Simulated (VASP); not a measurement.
Ga4As3P:

```xyz
8
Lattice="5.6150 0.0000 0.0000 0.0000 5.6150 0.0000 0.0000 0.0000 5.6150" Properties=species:S:1:pos:R:3 pbc="T T T"
Ga    4.1467    4.1467    1.4683
Ga    4.1467    1.4683    4.1467
Ga    1.4683    4.1467    4.1467
Ga    1.4683    1.4683    1.4683
P     0.0000    0.0000    0.0000
As    0.0000    2.8075    2.8075
As    2.8075    2.8075    0.0000
As    2.8075    0.0000    2.8075
```

The cell was generated, and may not be a known phase.

| Property | Result |
| --- | --- |
| Program | VASP 6.6.1 |
| Task | relaxation of cell and atoms |
| Functional | PBE |
| Potentials or basis | VASP PAW PBE potentials, release 64 (Ga_d, P, As) |
| Cutoff | 600 eV |
| k mesh | 3 × 3 × 3 |
| Occupations | gaussian, width 0.2 eV |
| Spin | no spin polarisation |

At the start: pressure 3.6 GPa; volume 22.13 Å³/atom.

Q: Where does the relaxation end?

A: Over 4 steps the energy falls by 87.5 meV/atom and the volume is 23.14 Å³/atom (+4.6 %); space group P-43m (No. 215, to 0.1 Å) before and after.

Step by step:
| step | energy change (eV) | largest force (eV/Å) | pressure (GPa) | volume (Å³) |
| --- | --- | --- | --- | --- |
| 1 | 0.0000 | 1.9462 | 3.63 | 177.03 |
| 2 | -0.5656 | 0.7403 | -1.73 | 190.19 |
| 3 | -0.5770 | 0.5652 | -2.31 | 192.29 |
| 4 | -0.6998 | 0.0548 | -0.42 | 185.10 |

Final structure:
```yaml
crystal:
  lattice:
    - [5.69905, 0.00000, 0.00000]
    - [0.00000, 5.69905, 0.00000]
    - [0.00000, 0.00000, 5.69905]
  atoms:
    - { symbol: Ga, position: [0.75424, 0.75424, 0.24576] }
    - { symbol: Ga, position: [0.75424, 0.24576, 0.75424] }
    - { symbol: Ga, position: [0.24576, 0.75424, 0.75424] }
    - { symbol: Ga, position: [0.24576, 0.24576, 0.24576] }
    - { symbol: P, position: [0.00000, 0.00000, 0.00000] }
    - { symbol: As, position: [0.00000, 0.50000, 0.50000] }
    - { symbol: As, position: [0.50000, 0.50000, 0.00000] }
    - { symbol: As, position: [0.50000, 0.00000, 0.50000] }
```

Caveat: the relaxation stopped at a loose force limit of 0.08 eV/Å, so its end isn't a converged minimum.
